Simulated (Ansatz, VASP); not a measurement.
# Mg3Al in VASP and in Ansatz

Contents of INCAR:

```
SYSTEM = Mg3Al
PREC = Accurate ; ENCUT = 520
EDIFF = 1E-7 ; ISMEAR = -1
SIGMA = 0.08 ; LREAL = .FALSE.
LASPH = .TRUE. ; NELM = 80
ALGO = Normal ; ISIF = 2
LWAVE = .FALSE. ; LCHARG = .TRUE.
LDIPOL = .TRUE. ; IDIPOL = 3
DIPOL = 0.5 0.5 0.500 ; GGA = PE
LELF = .TRUE. ; LVHAR = .TRUE.
LVACPOTAV = .TRUE. ; NBANDS = 12
```

Contents of KPOINTS:

```
regular mesh
0
G
  13 8 1
  0 0 0
```

The input POSCAR:

```
Mg3Al
1.0
    3.1995580529      0.0000000000      0.0000000000
    0.0000000000      5.1808918026      0.0000000000
    0.0000000000      0.0000000000     19.6945000000
Al Mg
1 3
Direct
    0.0000000000      0.7500000000      0.4147240108
    0.5000000000      0.2500000000      0.4455912628
    0.5000000000      0.7500000000      0.5544087449
    0.0000000000      0.2500000000      0.5852759815
```

Input for Ansatz:

```yaml
crystal:
  lattice:
    - [3.1995580529, 0.0, 0.0]
    - [0.0, 5.1808918026, 0.0]
    - [0.0, 0.0, 19.6945]
  atoms:
    - { symbol: Al, position: [0.0, 0.75, 0.4147240108] }
    - { symbol: Mg, position: [0.5, 0.25, 0.4455912628] }
    - { symbol: Mg, position: [0.5, 0.75, 0.5544087449] }
    - { symbol: Mg, position: [0.0, 0.25, 0.5852759815] }
kpoints:
  mp_grid: { grid: [13, 8, 1] }
scf:
  occupations: { method: fermi_dirac, width: 0.08 }
hamiltonian:
  xc: pbe
  pseudopotentials: { kind: all_electron, lapw: { basis_error: 0.001 } }
output:
  forces: true
  stress: true
  eigenvalues: true
efield:
  axis: 3
  amplitude: 0
  dipole_correction: true
```

Alike in both runs: task single point; functional PBE; k mesh 13 × 8 × 1; occupations fermi-dirac, width 0.08 eV; no spin polarisation.

```csv
,VASP,Ansatz
version,VASP 6.6.1,Ansatz 0.2.0
potentials or method,"VASP PAW PBE potentials, release 64 (Al, Mg), cutoff 520 eV","all-electron LAPW, scalar-relativistic"
```

```tsv
	VASP	Ansatz	Ansatz less VASP
rms of the force components (eV/Å)	0.128	0.128	-0.0001
```

Atom by atom the forces differ by 0.002 eV/Å (rms over components). Ansatz ran all-electron here, and VASP with PAW potentials.
